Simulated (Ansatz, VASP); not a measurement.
**Rb: VASP beside Ansatz**

The input INCAR:

```
ALGO     = Fast           # electronic algorithm
EDIFF    = 1E-6           # SCF threshold, eV
ENCUT    = 520            # plane-wave cutoff, eV
ISIF     = 2              # what is computed and relaxed
ISMEAR   = 0              # smearing method
LASPH    = T              # aspherical terms in the spheres
LCHARG   = F              # write CHGCAR
LREAL    = F              # projectors in reciprocal space
LWAVE    = F              # write WAVECAR
NBANDS   = 10             # bands
NELM     = 60             # most SCF steps
PREC     = Accurate       # precision mode
SIGMA    = 0.15           # smearing width, eV
```

File KPOINTS:

```
k-points
0
Gamma
  14 14 14
```

File POSCAR:

```
Rb
1.0
   -2.6277612597      2.6277612597      2.8316755334
    2.6277612597     -2.6277612597      2.8316755334
    2.6277612597      2.6277612597     -2.8316755334
Rb
1
Direct
    0.0000000000      0.0000000000      0.0000000000
```

Input for Ansatz:

```yaml
crystal:
  lattice:
    - [-2.6277612597, 2.6277612597, 2.8316755334]
    - [2.6277612597, -2.6277612597, 2.8316755334]
    - [2.6277612597, 2.6277612597, -2.8316755334]
  atoms:
    - { symbol: Rb, position: [0.0, 0.0, 0.0] }
basis:
  ecutwfc: 420
kpoints:
  mp_grid: { grid: [14, 14, 14] }
hamiltonian:
  xc: lda
scf:
  occupations: { method: gaussian, width: 0.15 }
output:
  forces: true
  stress: true
  eigenvalues: true
```

Alike in both runs: task single point; functional LDA; k mesh 14 × 14 × 14; occupations gaussian, width 0.15 eV; no spin polarisation.

```csv
,VASP,Ansatz
version,VASP 6.6.1,Ansatz 0.2.0
potentials or method,"VASP PAW LDA potentials, release 64 (Rb_sv), cutoff 520 eV","scalar-relativistic, plane waves, PAW"
valence electrons in the cell,9,9
```

|  | VASP | Ansatz | Ansatz less VASP |
| --- | --- | --- | --- |
| gap on the k mesh at the Fermi level (eV) | none | none | - |
| pressure (GPa) | 0.0 | 0.0 | 0.00 |

LDA's correlation is that of Perdew and Zunger in VASP and of Perdew and Wang (1992) in Ansatz. A gap of «none» marks a metal or a gap that the smearing closes.
